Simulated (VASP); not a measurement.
Here is a VASP 6.6.1 calculation.

Contents of INCAR:

```
SYSTEM = SrSiH6
ALGO = Normal
EDIFF = 1E-6
EDIFFG = -0.01
ENCUT = 600
GGA = PS
IBRION = 2
ISIF = 3
ISMEAR = -1
LASPH = .True.
LCHARG = .False.
LREAL = .False.
LWAVE = .False.
NELM = 80
NSW = 100
PREC = Accurate
SIGMA = 0.03
```

KPOINTS

```
k-points
0
Gamma
  6 6 4
  0 0 0
```

File POSCAR:

```
SrSiH6
1.0
    3.8500364300      0.0000000000      0.0000000000
    0.0000000000      3.8500364300      0.0000000000
    0.0000000000      0.0000000000      7.6859029400
Sr Si H
1 1 6
Direct
    0.0000000000      0.0000000000      0.0000000000
    0.0000000000      0.0000000000      0.5000000000
    0.5000000000      0.5000000000      0.0000000000
    0.5000000000      0.5000000000      0.5000000000
    0.5000000000      0.0000000000      0.2569911300
    0.5000000000      0.0000000000      0.7430088700
    0.0000000000      0.5000000000      0.2569911300
    0.0000000000      0.5000000000      0.7430088700
```

Potentials or basis: VASP PAW PBE potentials, release 64 (Sr_sv, Si, H).

Launch:

```sh
$ cat potpaw_PBE.64/Sr_sv/POTCAR potpaw_PBE.64/Si/POTCAR potpaw_PBE.64/H/POTCAR > POTCAR
$ mpirun -np 1 vasp_std > vasp.out
```

(1) Predict the relaxed cell.

(2) Estimate the space group after relaxing (to 0.1 Å).

(3) Estimate the band gap on the k mesh.

Results:

(1) a = 3.309 Å, b = 3.309 Å, c = 6.072 Å, α = 90.00°, β = 90.00°, γ = 90.00°.

(2) P4/mmm (No. 123).

(3) zero (bands 10 and 11 overlap by 4.19 eV).
